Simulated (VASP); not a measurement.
# Al6H in VASP: a series of runs, part 2 of 2

VASP 6.6.1. Earlier steps stand in the parts before.

**3. Single point, PBE**

The input, INCAR:

```
SYSTEM = Al6H
  PREC = Accurate
  ENCUT = 520
  EDIFF = 1E-6
  ISMEAR = 0
  SIGMA = 0.1
  LREAL = .FALSE.
  LASPH = .TRUE.
  NELM = 80
  ALGO = Normal
  ISIF = 2
  LWAVE = .FALSE.
  LCHARG = .FALSE.
  LDIPOL = .TRUE.
  IDIPOL = 3
  DIPOL = 0.5 0.5 0.311
  GGA = PE
  NBANDS = 32
```

The input, KPOINTS:

```
Automatic mesh
0
G
  5 5 1
  0 0 0
```

The input, POSCAR:

```
Al6H
1.0
    5.7135165837      0.0000000000      0.0000000000
    0.0000000000      5.7135165837      0.0000000000
    0.0000000000      0.0000000000     22.1746954375
Al H
12 2
Direct
    0.2500000000      0.2500000000      0.1803857921
    0.2500000000      0.7500000000      0.1803857921
    0.7500000000      0.2500000000      0.1803857921
    0.7500000000      0.7500000000      0.1803857921
    0.0000000000      0.0000000000      0.2744050924
    0.0000000000      0.5000000000      0.2744050924
    0.5000000000      0.0000000000      0.2744050924
    0.5000000000      0.5000000000      0.2744050924
    0.2500000000      0.2500000000      0.3686497278
    0.2500000000      0.7500000000      0.3686497278
    0.7500000000      0.2500000000      0.3686497278
    0.7500000000      0.7500000000      0.3686497278
    0.0000000000     -0.0656338342      0.5309969407
    0.0000000000      0.0656338342      0.5309969407
```

Potentials or basis: VASP PAW PBE potentials, release 64 (Al, H).

Started as:

```bash
> cat potpaw_PBE.64/Al/POTCAR potpaw_PBE.64/H/POTCAR > POTCAR
> mpirun -np 1 vasp_std > vasp.out
```

OUTCAR:

```text
SYSTEM = Al6H
   PREC = Accurate
   ENCUT = 520
   EDIFF = 1E-6
   ISMEAR = 0
   LREAL = .FALSE.
   LASPH = .TRUE.
   NELM = 80
   ISIF = 2
   GGA = PE

 ion  position               nearest neighbor table
   1  0.250  0.250  0.180-   2 2.86   3 2.86   2 2.86   3 2.86   7 2.90   8 2.90   5 2.90   6 2.90

   2  0.250  0.750  0.180-   1 2.86   4 2.86   1 2.86   4 2.86   7 2.90   8 2.90   5 2.90   6 2.90

   3  0.750  0.250  0.180-   1 2.86   4 2.86   4 2.86   1 2.86   7 2.90   8 2.90   5 2.90   6 2.90
[... 15 lines left out ...]
  11  0.750  0.250  0.369-   9 2.86  12 2.86  12 2.86   9 2.86   5 2.91   6 2.91   7 2.91   8 2.91

  12  0.750  0.750  0.369-  10 2.86  11 2.86  11 2.86  10 2.86   5 2.91   6 2.91   7 2.91   8 2.91

  13  0.000  0.934  0.531-  14 0.75
  14  0.000  0.066  0.531-  13 0.75

  LATTYP: Found a simple tetragonal cell.
 ALAT       =     5.7135165837
 C/A-ratio  =     3.8810940885

  Lattice vectors:

 A1 = (   5.7135165837,   0.0000000000,   0.0000000000)
 A2 = (   0.0000000000,   5.7135165837,   0.0000000000)
 A3 = (   0.0000000000,   0.0000000000,  22.1746954375)

Analysis of symmetry for initial positions (statically):
=====================================================================
 Subroutine PRICEL returns:
 Original cell was already a primitive cell.

 Routine SETGRP: Setting up the symmetry group for a
 simple tetragonal supercell.

 Subroutine GETGRP returns: Found  4 space group operations
 (whereof  4 operations were pure point group operations)
 out of a pool of 16 trial point group operations.

The static configuration has the point symmetry C_2v.

Analysis of symmetry for dynamics (positions and initial velocities):
=====================================================================
 Subroutine PRICEL returns:
 Original cell was already a primitive cell.

 Routine SETGRP: Setting up the symmetry group for a
 simple tetragonal supercell.

 Subroutine GETGRP returns: Found  4 space group operations
 (whereof  4 operations were pure point group operations)
 out of a pool of 16 trial point group operations.

The dynamic configuration has the point symmetry C_2v.

 Subroutine INISYM returns: Found  4 space group operations
 (whereof  4 operations are pure point group operations),
 and found     1 'primitive' translations

----------------------------------------------------------------------------------------

                                     Primitive cell

  volume of cell :     723.8768

  direct lattice vectors                    reciprocal lattice vectors
     5.713516584  0.000000000  0.000000000     0.175023558  0.000000000  0.000000000
     0.000000000  5.713516584  0.000000000     0.000000000  0.175023558  0.000000000
     0.000000000  0.000000000 22.174695437     0.000000000  0.000000000  0.045096448

  length of vectors
     5.713516584  5.713516584 22.174695437     0.175023558  0.175023558  0.045096448

  position of ions in fractional coordinates (direct lattice)
     0.250000000  0.250000000  0.180385792
     0.250000000  0.750000000  0.180385792
     0.750000000  0.250000000  0.180385792
     0.750000000  0.750000000  0.180385792
     0.000000000  0.000000000  0.274405092
[... 74 lines left out ...]
   ISTART =      0    job   : 0-new  1-cont  2-samecut
   ICHARG =      2    charge: 1-file 2-atom 10-const
   ISPIN  =      1    spin polarized calculation?
   LNONCOLLINEAR =      F non collinear calculations
   LSORBIT =      F    spin-orbit coupling
   LASPH  =      T    aspherical Exc in radial PAW
   ENCUT  =  520.0 eV  38.22 Ry    6.18 a.u.  10.62 10.62 41.23*2*pi/ulx,y,z
   NELM   =     80;   NELMIN=  2; NELMDL= -5     # of ELM steps
   EDIFF  = 0.1E-05   stopping-criterion for ELM
   LREAL  =      F    real-space projection
   EDIFFG = 0.1E-04   stopping-criterion for IOM
   NSW    =      0    number of steps for IOM
   IBRION =     -1    ionic relax: 0-MD 1-quasi-New 2-CG
   NFREE  =      0    steps in history (QN), initial steepest desc. (CG)
   ISIF   =      2    stress and relaxation
   ISYM   =      2    0-nonsym 1-usesym 2-fastsym
   POTIM  = 0.5000    time-step for ionic-motion
   TEBEG  =    0.0;   TEEND  =   0.0 temperature during run
   PSTRESS=    0.0 pullay stress
   NELECT =      38.0000    total number of electrons
   NUPDOWN=      -1.0000    fix difference up-down
   EMIN   =  10.00;   EMAX   =-10.00  energy-range for DOS
   EFERMI =   0.00;   METHOD = LEGACY
   ISMEAR =     0;   SIGMA  =   0.10  broadening in eV -4-tet -1-fermi 0-gaus
   EFERMI_NEDOS =   21; number of points for ismear=-14 and -15
   IALGO  =     38    algorithm
   IMIX   =      4    mixing-type and parameters
     AMIX     =   0.40;   BMIX     =  1.00
     AMIX_MAG =   1.60;   BMIX_MAG =  1.00
  volume/ion in A,a.u.               =      51.71       348.93
  Fermi-wavevector in a.u.,A,eV,Ry     =   0.612982  1.158368  5.112350  0.375747
  Thomas-Fermi vector in A             =   1.669467
   LORBIT       =      0    0 simple, 1 ext, 2 COOP (PROOUT), +10 PAW based schemes
   GGA     = PE    functional components
   LHFCALC =     F    Hartree Fock is set to
   AEXX    =    0.0000 exact exchange contribution
   IVDW    =     0    specifies the selected vdW correction
   LEPSILON=     F    determine dielectric tensor
   LRPA    =     F    only Hartree local field effects (RPA)
 non-spin polarized calculation
 Gauss-broadening in eV      SIGMA  =   0.10
  energy-cutoff  :      520.00
  volume of cell :      723.88
 maximum number of plane-waves:     19525
   NGX = 21   NGY = 21   NGZ = 83

 dipolmoment           0.000000      0.000000      0.000009 electrons x Angstroem

 number of electron      38.0000000 magnetization

 dipolmoment           0.000000      0.000000     -0.002763 electrons x Angstroem

 Free energy of the ion-electron system (eV)
  ---------------------------------------------------
  ext. energy  EPLUGINS =         0.00000000
  ---------------------------------------------------
  free energy    TOTEN  =       -48.05254786 eV

  energy without entropy =      -48.03399351  energy(sigma->0) =      -48.04327068

 E-fermi :  -0.9954     XC(G=0):  -3.9433

 val. band max:       -1.0667430777   @ k =   0.0000   0.4000   0.0000
 cond. band min:      -0.9680089556   @ k =   0.0000   0.0000   0.0000
 fundamental gap:      0.0987341221
 Fermi energy:        -0.9954183560

 k-point     1 :       0.0000    0.0000    0.0000
  band No.  band energies     occupation
      1     -11.0458      2.00000
      2      -8.9427      2.00000
      3      -6.9150      2.00000
      4      -6.6529      2.00000
      5      -6.6529      2.00000
      6      -6.5411      2.00000
[... 295 lines left out ...]
     30       2.0738      0.00000
     31       2.5139      0.00000
 [bands above 31 left out]

------------------------ aborting loop because EDIFF is reached ----------------------------------------

 vacuum level on the upper side and lower side of the slab       (xc-potential included)        -0.062        -0.002

  FORCE on cell =-STRESS in cart. coord.  units (eV):
  Direction    XX          YY          ZZ          XY          YZ          ZX
  --------------------------------------------------------------------------------------
  -------------------------------------------------------------------------------------
  Total       -7.6067626     -7.6062578     -0.3570692      0.0000000      0.0000000      0.0000000
  in kB      -16.8362667    -16.8351495     -0.7903115      0.0000000      0.0000000      0.0000000
  external PRESSURE =     -11.4872426 kB  Pullay stress =       0.0000000 kB

 VOLUME and BASIS-vectors are now :
 -----------------------------------------------------------------------------
  energy-cutoff  :      520.00
  volume of cell :      723.88
      direct lattice vectors                 reciprocal lattice vectors
     5.713516584  0.000000000  0.000000000     0.175023558  0.000000000  0.000000000
     0.000000000  5.713516584  0.000000000     0.000000000  0.175023558  0.000000000
     0.000000000  0.000000000 22.174695437     0.000000000  0.000000000  0.045096448

 POSITION                                       TOTAL-FORCE (eV/Angst)
 -----------------------------------------------------------------------------------
      1.42838      1.42838      4.00000         0.000302      0.001039      0.019068
      1.42838      4.28514      4.00000         0.000302     -0.001039      0.019068
      4.28514      1.42838      4.00000        -0.000302      0.001039      0.019068
      4.28514      4.28514      4.00000        -0.000302     -0.001039      0.019068
      0.00000      0.00000      6.08485        -0.000000     -0.000000      0.008348
      0.00000      2.85676      6.08485        -0.000000     -0.000000      0.010002
      2.85676      0.00000      6.08485        -0.000000     -0.000000      0.009703
      2.85676      2.85676      6.08485        -0.000000     -0.000000      0.012731
      1.42838      1.42838      8.17470         0.001895      0.002828     -0.035090
      1.42838      4.28514      8.17470         0.001895     -0.002828     -0.035090
      4.28514      1.42838      8.17470        -0.001895      0.002828     -0.035090
      4.28514      4.28514      8.17470        -0.001895     -0.002828     -0.035090
      0.00000      5.33852     11.77470        -0.000000     -0.006880      0.011652
      0.00000      0.37500     11.77470        -0.000000      0.006880      0.011652
 -----------------------------------------------------------------------------------
    total drift:                               -0.000000     -0.000000      0.000074

  FREE ENERGIE OF THE ION-ELECTRON SYSTEM (eV)
  ---------------------------------------------------
  free  energy   TOTEN  =       -48.0525478609 eV

  energy  without entropy=      -48.0339935085  energy(sigma->0) =      -48.04327068

 vacuum level on the upper side and lower side of the slab         3.494         3.510
```

Run time: 15 min. Hardware: 1 thread of AMD EPYC 7R43 (Zen 3), shared host; peak memory 0.61 GiB.

What came out:

```
Free energy            : -48.0525 eV
Largest force          : 0.035 eV/Å
Band gap on the k mesh : zero (bands 19 and 20 overlap by 0.51 eV)
```

Forces on the atoms (eV/Å):
```
Al   0.000  0.001  0.019
Al   0.000 -0.001  0.019
Al   0.000  0.001  0.019
Al   0.000 -0.001  0.019
Al   0.000  0.000  0.008
Al   0.000  0.000  0.010
Al   0.000  0.000  0.010
Al   0.000  0.000  0.013
Al   0.002  0.003 -0.035
Al   0.002 -0.003 -0.035
Al  -0.002  0.003 -0.035
Al  -0.002 -0.003 -0.035
H    0.000 -0.007  0.012
H    0.000  0.007  0.012
```

The gap in the log of VASP goes by the Fermi energy; the results here count the filled bands.